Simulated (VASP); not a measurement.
# SnSe (I4/mmm) in VASP: notebook, part 2 of 2

VASP 6.6.1. The steps go on from the part before.

### 5 Single point, PBEsol (strain +0.0200 x Voigt [0, 1, 0, 0, 0, 0])

INCAR reads:

```
  PREC = Accurate
  ENCUT = 520
  EDIFF = 1E-6
  ISMEAR = 0
  SIGMA = 0.05
  LREAL = False
  LASPH = True
  NELM = 80
  ALGO = Normal
  ISIF = 2
  LWAVE = False
  LCHARG = False
  GGA = PS
  NBANDS = 17
```

KPOINTS reads:

```
regular mesh
0
Gamma
  8 8 8
```

POSCAR reads:

```
SnSe
1.0
    0.0000000000      3.0322097584      2.9727546651
    2.9727546651      0.0000000000      2.9727546651
    2.9727546651      3.0322097584      0.0000000000
Sn Se
1 1
Direct
    0.0000000000      0.0000000000      0.0000000000
    0.5000000000      0.5000000000      0.5000000000
```

Potentials or basis: VASP PAW PBE potentials, release 64 (Sn_d, Se).

Command:

```bash
> cat potpaw_PBE.64/Sn_d/POTCAR potpaw_PBE.64/Se/POTCAR > POTCAR
> mpirun -np 1 vasp_std > vasp.out
```

OUTCAR:

```text
PREC = Accurate
   ENCUT = 520
   EDIFF = 1E-6
   ISMEAR = 0
   LREAL = False
   LASPH = True
   NELM = 80
   ISIF = 2
   GGA = PS

 ion  position               nearest neighbor table
   1  0.000  0.000  0.000-   2 2.97   2 2.97   2 2.97   2 2.97   2 3.03   2 3.03
   2  0.500  0.500  0.500-   1 2.97   1 2.97   1 2.97   1 2.97   1 3.03   1 3.03

  LATTYP: Found a body centered tetragonal cell.
 ALAT       =     4.2041099650
 C/A-ratio  =     1.4424978336

  Lattice vectors:
[... 666 lines left out ...]
 [... further k-points ...]

------------------------ aborting loop because EDIFF is reached ----------------------------------------

  FORCE on cell =-STRESS in cart. coord.  units (eV):
  Direction    XX          YY          ZZ          XY          YZ          ZX
  --------------------------------------------------------------------------------------
  -------------------------------------------------------------------------------------
  Total       -0.0695799     -0.8624641     -0.0695799      0.0000000      0.0000000      0.0000000
  in kB       -2.0801139    -25.7836393     -2.0801139      0.0000000      0.0000000      0.0000000
  external PRESSURE =      -9.9812890 kB  Pullay stress =       0.0000000 kB

 VOLUME and BASIS-vectors are now :
 -----------------------------------------------------------------------------
  energy-cutoff  :      520.00
  volume of cell :       53.59
      direct lattice vectors                 reciprocal lattice vectors
     0.000000000  3.032209758  2.972754665    -0.168194169  0.164896244  0.168194169
     2.972754665  0.000000000  2.972754665     0.168194169 -0.164896244  0.168194169
     2.972754665  3.032209758  0.000000000     0.168194169  0.164896244 -0.168194169

 POSITION                                       TOTAL-FORCE (eV/Angst)
 -----------------------------------------------------------------------------------
      0.00000      0.00000      0.00000         0.000000     -0.000000      0.000000
      2.97275      3.03221      2.97275         0.000000      0.000000      0.000000
 -----------------------------------------------------------------------------------
    total drift:                                0.000000     -0.000000     -0.000000

  FREE ENERGIE OF THE ION-ELECTRON SYSTEM (eV)
  ---------------------------------------------------
  free  energy   TOTEN  =        -8.9772043776 eV

  energy  without entropy=       -8.9772043776  energy(sigma->0) =       -8.97720438
```

OSZICAR:

```text
N       E                     dE             d eps       ncg     rms          rms(c)
DAV:   1     0.131596792174E+03    0.13160E+03   -0.97435E+03  2022   0.142E+03
DAV:   2     0.334773343926E+01   -0.12825E+03   -0.12458E+03  2159   0.343E+02
DAV:   3    -0.882055284171E+01   -0.12168E+02   -0.12081E+02  2471   0.937E+01
DAV:   4    -0.913165692337E+01   -0.31110E+00   -0.31086E+00  2422   0.159E+01
DAV:   5    -0.914068851893E+01   -0.90316E-02   -0.90312E-02  2886   0.263E+00    0.310E+00
DAV:   6    -0.898155607545E+01    0.15913E+00   -0.38326E-01  2971   0.406E+00    0.186E+00
DAV:   7    -0.897731575010E+01    0.42403E-02   -0.66534E-02  2522   0.127E+00    0.871E-01
DAV:   8    -0.897733287630E+01   -0.17126E-04   -0.66203E-03  2526   0.701E-01    0.840E-02
DAV:   9    -0.897718386529E+01    0.14901E-03   -0.11241E-03  2872   0.260E-01    0.414E-02
DAV:  10    -0.897720290954E+01   -0.19044E-04   -0.10234E-04  2452   0.657E-02    0.810E-03
DAV:  11    -0.897720434123E+01   -0.14317E-05   -0.66499E-06  2716   0.200E-02    0.214E-03
DAV:  12    -0.897720437758E+01   -0.36352E-07   -0.26496E-07  1336   0.701E-03
   1 F= -.89772044E+01 E0= -.89772044E+01  d E =-.104826E-13
```

stdout:

```text
POSCAR found type information on POSCAR SnSe
 POSCAR found :  2 types and       2 ions
 scaLAPACK will be used
 -----------------------------------------------------------------------------
|                                                                             |
|                                                                             |
|     You enforced a specific xc type in the INCAR file but a different       |
|     I HOPE YOU KNOW WHAT YOU ARE DOING!                                     |
|                                                                             |
 -----------------------------------------------------------------------------

 LDA part: xc-table for (Slater+PW92), standard interpolation
 POSCAR, INCAR and KPOINTS ok, starting setup
 FFT: planning ... GRIDC
 FFT: planning ... GRID_SOFT
 FFT: planning ... GRID
 WAVECAR not read
 entering main loop
```

It took 40 s on 1 thread of Intel Xeon 8259CL, shared host; peak memory 0.21 GiB.

What came out:

- Free energy: -8.9772 eV
- Pressure: -1.0 GPa
- Band gap on the k mesh: 0.72 eV, indirect (least direct gap 0.74 eV)

Levels at points of the mesh, in eV from the valence-band top:
```csv
k point,band 7,band 8,band 9,band 10,band 11,band 12,band 13,band 14
"(0.00, 0.00, 0.00)",-4.95,-2.20,-2.20,-2.01,4.14,4.61,4.61,5.79
"(0.50, 0.00, 0.00)",-8.07,-1.90,-1.86,0.00,0.74,1.26,1.36,8.27
"(0.50, 0.50, 0.00)",-5.97,-5.54,-3.76,-3.53,2.94,5.25,5.73,6.23
"(0.50, 0.00, 0.50)",-5.88,-5.50,-3.60,-3.60,3.01,5.59,5.59,5.97
```

Caveat: the cell differs from its parent crystal (strain +0.0200 x Voigt [0, 1, 0, 0, 0, 0]); the PAW data sets were made with another functional, which shifts forces and pressure a little; spin-orbit coupling is left out, which moves the levels of the heavy elements. A k mesh can miss the band edges.

### 6 The runs side by side

| cell | gap on the mesh (eV) | pressure (GPa) |
| --- | --- | --- |
| a = 4.236, b = 4.204 Å, angles 60.2, 59.5, 60.2°, 2 atoms | 0.73 | -0.8 |
| a = 4.225, b = 4.204 Å, angles 60.2, 59.7, 60.2°, 2 atoms | 0.73 | -0.5 |
| a = 4.241, b = 4.204 Å, angles 60.3, 59.4, 60.3°, 2 atoms | 0.72 | -0.9 |
| a = 4.246, b = 4.204 Å, angles 60.3, 59.3, 60.3°, 2 atoms | 0.72 | -1.0 |

Alike in all rows: task single point; level PBEsol; potentials or basis VASP PAW PBE potentials, release 64 (Sn_d, Se); no spin polarisation; k mesh 8 × 8 × 8; cutoff (eV) 520; smearing gaussian 0.05 eV.

Caveats: the PAW data sets were made with another functional, which shifts forces and pressure a little; spin-orbit coupling is left out, which moves the levels of the heavy elements.

Absolute energies hang on the potentials; compare differences alone.
